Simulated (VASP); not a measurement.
TiCo: relaxation of cell and atoms with PBEsol

Crystal: TiCo.

```
Ti Co
1.0
     2.92899    0.00000    0.00000
     0.00000    2.92899    0.00000
     0.00000    0.00000    2.92899
Ti Co
1 1
Direct
  0.00000 0.00000 0.00000
  0.50000 0.50000 0.50000
```

```json
{
 "Program": "VASP 6.6.1",
 "Task": "relaxation of cell and atoms",
 "Functional": "PBEsol",
 "Potentials or basis": "VASP PAW PBE potentials, release 64 (Ti_sv, Co)",
 "Cutoff": "600 eV",
 "k mesh": "14 × 14 × 14",
 "Occupations": "gaussian, width 0.1 eV",
 "Spin": "collinear spin, ferromagnetic start",
 "Starting moments": "[0.0, 0.75] μB",
 "Target pressure": "1 GPa",
 "Dipole correction": "no",
 "Further INCAR settings": "ALGO = Fast; EDIFF = 1e-06; IBRION = 2; EDIFFG = -0.008; NSW = 70; ISIF = 3"
}
```

```
Pressure after relaxing                               : 1.1 GPa
Net moment                                            : 0.55 μB per cell
Site moments                                          : Ti -0.01; Co +0.57 μB
Valence electrons inside the program's atomic spheres : Ti 10.37; Co 8.40
```

Final structure:
```
CELL_PARAMETERS angstrom
2.92899 0.00000 0.00000
0.00000 2.92899 0.00000
0.00000 0.00000 2.92899
ATOMIC_POSITIONS crystal
Ti 0.00000 0.00000 0.00000
Co 0.50000 0.50000 0.50000
```

Levels at points of the mesh, in eV from the Fermi level:
Spin up:
```csv
k point,band 8,band 9,band 10,band 11,band 12,band 13,band 14
"(0.00, 0.00, 0.00)",-1.81,-1.81,-1.81,0.62,0.62,2.89,2.89
"(0.50, 0.00, 0.00)",-1.90,-1.90,-1.39,-0.88,-0.25,0.65,0.65
"(0.50, 0.50, 0.00)",-2.79,-1.15,-0.52,0.70,0.70,1.22,2.69
"(0.50, 0.50, 0.50)",-2.29,-2.29,-2.29,-1.12,-1.12,3.39,3.39
```
Spin down:
| k point | band 7 | band 8 | band 9 | band 10 | band 11 | band 12 | band 13 | band 14 |
| --- | --- | --- | --- | --- | --- | --- | --- | --- |
| (0.00, 0.00, 0.00) | -3.94 | -1.45 | -1.45 | -1.45 | 0.96 | 0.96 | 2.96 | 2.96 |
| (0.50, 0.00, 0.00) | -2.29 | -1.52 | -1.52 | -0.97 | -0.93 | 0.43 | 0.67 | 0.67 |
| (0.50, 0.50, 0.00) | -2.50 | -2.50 | -0.30 | 0.10 | 0.71 | 0.71 | 1.34 | 2.83 |
| (0.50, 0.50, 0.50) | -2.47 | -2.27 | -2.27 | -2.27 | -0.26 | -0.26 | 3.36 | 3.36 |

It took 63 s on 1 thread of Intel(R) Xeon(R) Platinum 8488C (Sapphire Rapids) (shared host), peak memory 0.22 GiB.

Caveat: the relaxation stopped at its first step, so nothing moved; the cell is relaxed towards a set pressure, so the run minimises the enthalpy, not the energy; the PAW data sets were made with another functional, which shifts forces and pressure a little.
